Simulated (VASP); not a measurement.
A run of VASP 6.6.1 is set up as follows.

File POSCAR:

```
SnSe
1.0
    0.0000000000      2.7937289360      2.7937289360
    2.7937289360      0.0000000000      2.7937289360
    2.7937289360      2.7937289360      0.0000000000
Sn Se
1 1
Direct
    0.0000000000      0.0000000000      0.0000000000
    0.5000000000      0.5000000000      0.5000000000
```

INCAR.step1

```
PREC = Accurate
ENCUT = 520
ISMEAR = -1
SIGMA = 0.1
LREAL = F
LASPH = T
NELM = 60
NBANDS = 17
GGA = PE
ALGO = Normal
EDIFF = 1E-4
LWAVE = T
LCHARG = F
```

Contents of INCAR.step2:

```
PREC = Accurate
ENCUT = 520
EDIFF = 1E-6
ISMEAR = -1
SIGMA = 0.1
LREAL = F
LASPH = T
NELM = 60
ALGO = Normal
ISIF = 2
LWAVE = F
LCHARG = T
METAGGA = R2SCAN
LMIXTAU = T
LELF = T
LVHAR = T
NBANDS = 17
ISTART = 1
```

KPOINTS

```
Automatic mesh
0
Gamma
  12 12 12
```

Potentials or basis: VASP PAW PBE potentials, release 64 (Sn_d, Se).

The run is started by

```console
$ cat potpaw_PBE.64/Sn_d/POTCAR potpaw_PBE.64/Se/POTCAR > POTCAR
$ cp INCAR.step1 INCAR
$ mpirun -np 1 vasp_std > vasp.out
$ cp INCAR.step2 INCAR
$ mpirun -np 1 vasp_std > vasp.out
```

Question: Estimate the band gap on the k mesh.

Answer: 0.20 eV (least direct gap 0.40 eV).

Question: Predict the pressure.

Answer: 19.0 GPa.

Caveat: the cell stands under pressure; semilocal functionals underestimate gaps, and a narrow one can read as zero; the PAW data sets were made with another functional, which shifts forces and pressure a little; spin-orbit coupling is left out, which moves the levels of the heavy elements. A k mesh can miss the band edges.
